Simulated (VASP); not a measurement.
# InGeCl5 (Immm) in VASP: single point with PBEsol

Aim: the single point of InGeCl5 with PBEsol.

Program: VASP 6.6.1. These are calculated values, not measurements. Logs are shortened: lines on timing, memory, paths and dates and some standing lists are left out, and cuts for length are marked.

### Step 1. The cell of the first run

It takes space group Immm (No. 71, orthorhombic). Conventional cell: a = 4.935 Å, b = 8.018 Å, c = 10.017 Å, α = 90.00°, β = 90.00°, γ = 90.00°. In (site symmetry mmm) has 6 Cl at 2.47 to 2.54 Å within 3.3 Å. Within 3.3 Å of Ge (site symmetry mmm) lie 6 Cl at 2.47 to 2.89 Å. Cl (site symmetry m2m) has 1 In at 2.50 Å and 2 Ge at 2.89 Å and 1 Cl at 3.02 Å within 3.3 Å. Within 3.3 Å of Cl (site symmetry mm2) lie 1 Ge at 2.47 Å and 1 In at 2.54 Å. Within 3.3 Å of Cl (site symmetry mmm) lie 2 In at 2.47 Å.

### Step 2. Single point, PBEsol

Contents of INCAR:

```
PREC     = Accurate       # precision mode
ENCUT    = 520            # plane-wave cutoff, eV
EDIFF    = 1E-6           # SCF threshold, eV
ISMEAR   = -1             # smearing method
SIGMA    = 0.03           # smearing width, eV
LREAL    = F              # projectors in reciprocal space
LASPH    = T              # aspherical terms in the spheres
NELM     = 80             # most SCF steps
ALGO     = Normal         # electronic algorithm
ISIF     = 2              # what is computed and relaxed
LWAVE    = F              # write WAVECAR
LCHARG   = F              # write CHGCAR
GGA      = PS             # functional
NBANDS   = 40             # bands
```

Contents of KPOINTS:

```
Automatic mesh
0
Gamma
  6 6 6
```

Contents of POSCAR:

```
InGeCl5
1.0
   -2.4674491400      4.0088494334      5.0082647578
    2.4674491400     -4.0088494334      5.0082647578
    2.4674491400      4.0088494334     -5.0082647578
In Ge Cl
1 1 5
Direct
    0.5000000000      0.5000000000      0.0000000000
    0.0000000000      0.0000000000      0.0000000000
    0.8118771000      0.5000000000      0.3118771000
    0.1881229000      0.5000000000      0.6881229000
    0.2467571844      0.2467571844      0.0000000000
    0.7532428156      0.7532428156      0.0000000000
    0.5000000000      0.0000000000      0.5000000000
```

Potentials or basis: VASP PAW PBE potentials, release 64 (In_d, Ge_d, Cl).

Started as:

```console
cat potpaw_PBE.64/In_d/POTCAR potpaw_PBE.64/Ge_d/POTCAR potpaw_PBE.64/Cl/POTCAR > POTCAR
mpirun -np 1 vasp_std > vasp.out
```

OUTCAR:

```text
PREC = Accurate
   ENCUT = 520
   EDIFF = 1E-6
   ISMEAR = -1
   LREAL = F
   LASPH = T
   NELM = 80
   ISIF = 2
   GGA = PS

 ion  position               nearest neighbor table
   1  0.500  0.500  0.000-   7 2.47   7 2.47   3 2.50   4 2.50   5 2.54   6 2.54
   2  0.000  0.000  0.000-   5 2.47   6 2.47
   3  0.812  0.500  0.312-   1 2.50
   4  0.188  0.500  0.688-   1 2.50
   5  0.247  0.247  0.000-   2 2.47   1 2.54
   6  0.753  0.753  0.000-   2 2.47   1 2.54
   7  0.500  0.000  0.500-   1 2.47   1 2.47

  LATTYP: Found a body centered orthorhombic cell.
 ALAT       =     4.9348982800
 B/A-ratio  =     1.6246938461
 C/A-ratio  =     2.0297337346

  Lattice vectors:

 A1 = (  -2.4674491400,   4.0088494334,   5.0082647578)
 A2 = (   2.4674491400,  -4.0088494334,   5.0082647578)
 A3 = (   2.4674491400,   4.0088494334,  -5.0082647578)

Analysis of symmetry for initial positions (statically):
=====================================================================
 Subroutine PRICEL returns:
 Original cell was already a primitive cell.

 Routine SETGRP: Setting up the symmetry group for a
 body centered orthorhombic supercell.

 Subroutine GETGRP returns: Found  8 space group operations
 (whereof  8 operations were pure point group operations)
 out of a pool of  8 trial point group operations.

The static configuration has the point symmetry D_2h.

Analysis of symmetry for dynamics (positions and initial velocities):
=====================================================================
 Subroutine PRICEL returns:
 Original cell was already a primitive cell.

 Routine SETGRP: Setting up the symmetry group for a
 body centered orthorhombic supercell.

 Subroutine GETGRP returns: Found  8 space group operations
 (whereof  8 operations were pure point group operations)
 out of a pool of  8 trial point group operations.

The dynamic configuration has the point symmetry D_2h.

 Subroutine INISYM returns: Found  8 space group operations
 (whereof  8 operations are pure point group operations),
 and found     1 'primitive' translations

----------------------------------------------------------------------------------------

                                     Primitive cell

  volume of cell :     198.1596

  direct lattice vectors                    reciprocal lattice vectors
    -2.467449140  4.008849433  5.008264758     0.000000000  0.124724066  0.099834978
     2.467449140 -4.008849433  5.008264758     0.202638422  0.000000000  0.099834978
     2.467449140  4.008849433 -5.008264758     0.202638422  0.124724066  0.000000000

  length of vectors
     6.873273960  6.873273960  6.873273960     0.159759555  0.225896775  0.237946260

  position of ions in fractional coordinates (direct lattice)
     0.500000000  0.500000000  0.000000000
     0.000000000  0.000000000  0.000000000
     0.811877100  0.500000000  0.311877100
     0.188122900  0.500000000  0.688122900
     0.246757184  0.246757184  0.000000000
     0.753242816  0.753242816  0.000000000
     0.500000000  0.000000000  0.500000000

  ion indices of the primitive-cell ions
   primitive index   ion index
                 1           1
                 2           2
                 3           3
                 4           4
                 5           5
                 6           6
                 7           7

----------------------------------------------------------------------------------------

 KPOINTS: Automatic mesh

Automatic generation of k-mesh.
 Grid dimensions read from file:
 generate k-points for:    6    6    6

 Generating k-lattice:

  Cartesian coordinates                     Fractional coordinates (reciprocal lattice)
     0.000000000  0.020787344  0.016639163     0.166666667  0.000000000 -0.000000000
     0.033773070  0.000000000  0.016639163     0.000000000  0.166666667 -0.000000000
     0.033773070  0.020787344  0.000000000     0.000000000  0.000000000  0.166666667

  Length of vectors
     0.026626592  0.037649462  0.039657710

  Shift w.r.t. Gamma in fractional coordinates (k-lattice)
     0.000000000  0.000000000  0.000000000

 Subroutine IBZKPT returns following result:
 ===========================================

 Found     46 irreducible k-points:

 Following reciprocal coordinates:
            Coordinates               Weight
  0.000000  0.000000  0.000000      1.000000
  0.166667 -0.000000  0.000000      4.000000
  0.333333 -0.000000  0.000000      4.000000
  0.500000 -0.000000  0.000000      2.000000
  0.000000  0.166667  0.000000      4.000000
  0.166667  0.166667  0.000000      8.000000
[... 16 lines left out ...]
 -0.166667  0.166667  0.166667      2.000000
  0.166667  0.333333  0.166667      4.000000
 [... further k-points ...]
   k-points           NKPTS =     46   k-points in BZ     NKDIM =     46   number of bands    NBANDS=     40
   number of dos      NEDOS =    301   number of ions     NIONS =      7
   total plane-waves  NPLWV = 157464
   dimension x,y,z NGX =    54 NGY =   54 NGZ =   54
   dimension x,y,z NGXF=   108 NGYF=  108 NGZF=  108
   ions per type =               1   1   5
   NGX,Y,Z   is equivalent  to a cutoff of  13.06, 13.06, 13.06 a.u.
   NGXF,Y,Z  is equivalent  to a cutoff of  26.12, 26.12, 26.12 a.u.
 SYSTEM =  unknown system
   PREC   = accura    normal or accurate (medium, high low for compatibility)
   ISTART =      0    job   : 0-new  1-cont  2-samecut
   ICHARG =      2    charge: 1-file 2-atom 10-const
   ISPIN  =      1    spin polarized calculation?
   LNONCOLLINEAR =      F non collinear calculations
   LSORBIT =      F    spin-orbit coupling
   LASPH  =      T    aspherical Exc in radial PAW
   ENCUT  =  520.0 eV  38.22 Ry    6.18 a.u.  12.78 12.78 12.78*2*pi/ulx,y,z
   NELM   =     80;   NELMIN=  2; NELMDL= -5     # of ELM steps
   EDIFF  = 0.1E-05   stopping-criterion for ELM
   LREAL  =      F    real-space projection
   EDIFFG = 0.1E-04   stopping-criterion for IOM
   NSW    =      0    number of steps for IOM
   IBRION =     -1    ionic relax: 0-MD 1-quasi-New 2-CG
   NFREE  =      0    steps in history (QN), initial steepest desc. (CG)
   ISIF   =      2    stress and relaxation
   ISYM   =      2    0-nonsym 1-usesym 2-fastsym
   POTIM  = 0.5000    time-step for ionic-motion
   TEBEG  =    0.0;   TEEND  =   0.0 temperature during run
   PSTRESS=    0.0 pullay stress
   NELECT =      62.0000    total number of electrons
   NUPDOWN=      -1.0000    fix difference up-down
   EMIN   =  10.00;   EMAX   =-10.00  energy-range for DOS
   EFERMI =   0.00;   METHOD = LEGACY
   ISMEAR =    -1;   SIGMA  =   0.03  broadening in eV -4-tet -1-fermi 0-gaus
   EFERMI_NEDOS =   21; number of points for ismear=-14 and -15
   IALGO  =     38    algorithm
   IMIX   =      4    mixing-type and parameters
     AMIX     =   0.40;   BMIX     =  1.00
     AMIX_MAG =   1.60;   BMIX_MAG =  1.00
  volume/ion in A,a.u.               =      28.31       191.04
  Fermi-wavevector in a.u.,A,eV,Ry     =   1.111391  2.100225 16.805788  1.235191
  Thomas-Fermi vector in A             =   2.247954
   LORBIT       =      0    0 simple, 1 ext, 2 COOP (PROOUT), +10 PAW based schemes
   GGA     = PS    functional components
   LHFCALC =     F    Hartree Fock is set to
   AEXX    =    0.0000 exact exchange contribution
   IVDW    =     0    specifies the selected vdW correction
   LEPSILON=     F    determine dielectric tensor
   LRPA    =     F    only Hartree local field effects (RPA)
 non-spin polarized calculation
  energy-cutoff  :      520.00
  volume of cell :      198.16
 maximum number of plane-waves:      5370
 NGX is ok and might be reduce to    54
   NGX = 25   NGY = 25   NGZ = 25

 number of electron      62.0000009 magnetization

 Free energy of the ion-electron system (eV)
  ---------------------------------------------------
  ext. energy  EPLUGINS =         0.00000000
  ---------------------------------------------------
  free energy    TOTEN  =       -23.55950814 eV

  energy without entropy =      -23.55950814  energy(sigma->0) =      -23.55950814

 E-fermi :   1.3098     XC(G=0):  -8.2410

 val. band max:        0.6254515447   @ k =   0.5000   0.5000   0.0000
 cond. band min:       2.1659536886   @ k =  -0.3333  -0.3333   0.3333
 fundamental gap:      1.5405021439
 Fermi energy:         1.3098190037

 k-point     1 :       0.0000    0.0000    0.0000
  band No.  band energies     occupation
      1     -23.7286      2.00000
      2     -23.7230      2.00000
      3     -23.6921      2.00000
      4     -23.6879      2.00000
      5     -23.6718      2.00000
      6     -14.4803      2.00000
[... 32 lines left out ...]
     39       9.5895      0.00000
     40       9.8487      0.00000

 k-point     2 :       0.1667   -0.0000    0.0000
  band No.  band energies     occupation
      1     -23.7286      2.00000
      2     -23.7230      2.00000
      3     -23.6921      2.00000
      4     -23.6879      2.00000
      5     -23.6718      2.00000
      6     -14.4803      2.00000
[... 32 lines left out ...]
     39       9.7076      0.00000
     40       9.7225      0.00000

 k-point     3 :       0.3333   -0.0000    0.0000
  band No.  band energies     occupation
      1     -23.7286      2.00000
      2     -23.7230      2.00000
      3     -23.6921      2.00000
      4     -23.6879      2.00000
      5     -23.6718      2.00000
      6     -14.4804      2.00000
[... 32 lines left out ...]
     39       9.2359      0.00000
     40       9.3874      0.00000

 k-point     4 :       0.5000   -0.0000    0.0000
  band No.  band energies     occupation
      1     -23.7286      2.00000
      2     -23.7230      2.00000
      3     -23.6921      2.00000
      4     -23.6879      2.00000
      5     -23.6718      2.00000
      6     -14.4804      2.00000
[... 32 lines left out ...]
     39       8.7632      0.00000
     40       9.1067      0.00000
[... 772 lines left out ...]
     39       8.6665      0.00000
     40       9.0623      0.00000

 k-point    23 :      -0.1667    0.1667    0.1667
  band No.  band energies     occupation
      1     -23.7284      2.00000
      2     -23.7235      2.00000
      3     -23.6921      2.00000
      4     -23.6874      2.00000
      5     -23.6719      2.00000
      6     -14.1350      2.00000
[... 32 lines left out ...]
     39       8.7724      0.00000
     40       8.9146      0.00000

 k-point    24 :       0.1667    0.3333    0.1667
  band No.  band energies     occupation
      1     -23.7283      2.00000
      2     -23.7236      2.00000
      3     -23.6920      2.00000
      4     -23.6873      2.00000
      5     -23.6719      2.00000
      6     -14.0029      2.00000
[... 32 lines left out ...]
     39       8.4654      0.00000
     40       8.8860      0.00000

 [... further k-points ...]

------------------------ aborting loop because EDIFF is reached ----------------------------------------

  FORCE on cell =-STRESS in cart. coord.  units (eV):
  Direction    XX          YY          ZZ          XY          YZ          ZX
  --------------------------------------------------------------------------------------
  -------------------------------------------------------------------------------------
  Total        0.0014663     -0.0732700     -0.0477784     -0.0000000      0.0000000      0.0000000
  in kB        0.0118557     -0.5924089     -0.3863022     -0.0000000      0.0000000      0.0000000
  external PRESSURE =      -0.3222851 kB  Pullay stress =       0.0000000 kB

 VOLUME and BASIS-vectors are now :
 -----------------------------------------------------------------------------
  energy-cutoff  :      520.00
  volume of cell :      198.16
      direct lattice vectors                 reciprocal lattice vectors
    -2.467449140  4.008849433  5.008264758     0.000000000  0.124724066  0.099834978
     2.467449140 -4.008849433  5.008264758     0.202638422  0.000000000  0.099834978
     2.467449140  4.008849433 -5.008264758     0.202638422  0.124724066  0.000000000

 POSITION                                       TOTAL-FORCE (eV/Angst)
 -----------------------------------------------------------------------------------
      0.00000      0.00000      5.00826         0.000000     -0.000000      0.000000
      0.00000      0.00000      0.00000         0.000000     -0.000000     -0.000000
      0.00000      2.50054      5.00826         0.000000     -0.000280     -0.000000
      2.46745      1.50831      0.00000         0.000000      0.000280      0.000000
      0.00000      0.00000      2.47165         0.000000     -0.000000      0.007333
      0.00000      0.00000      7.54488        -0.000000      0.000000     -0.007333
      0.00000      4.00885      0.00000         0.000000     -0.000000      0.000000
 -----------------------------------------------------------------------------------
    total drift:                                0.000000      0.000000      0.000000

  FREE ENERGIE OF THE ION-ELECTRON SYSTEM (eV)
  ---------------------------------------------------
  free  energy   TOTEN  =       -23.5595081408 eV

  energy  without entropy=      -23.5595081408  energy(sigma->0) =      -23.55950814
```

Wall time 18 min (1 thread of Intel Xeon 8259CL, shared host); peak memory 0.62 GiB.

What came out:

```
Free energy            : -23.5595 eV
Pressure               : 0.0 GPa
Largest force          : 0.007 eV/Å
Band gap on the k mesh : 1.54 eV (least direct gap 2.40 eV)
```

Forces in eV/Å, atoms in the order of the input:
```
In   0.000  0.000  0.000
Ge   0.000  0.000  0.000
Cl   0.000  0.000  0.000
Cl   0.000  0.000  0.000
Cl   0.000  0.000  0.007
Cl   0.000  0.000 -0.007
Cl   0.000  0.000  0.000
```

Caveat: the PAW data sets were made with another functional, which shifts forces and pressure a little; spin-orbit coupling is left out, which moves the levels of the heavy elements. A k mesh can miss the band edges.
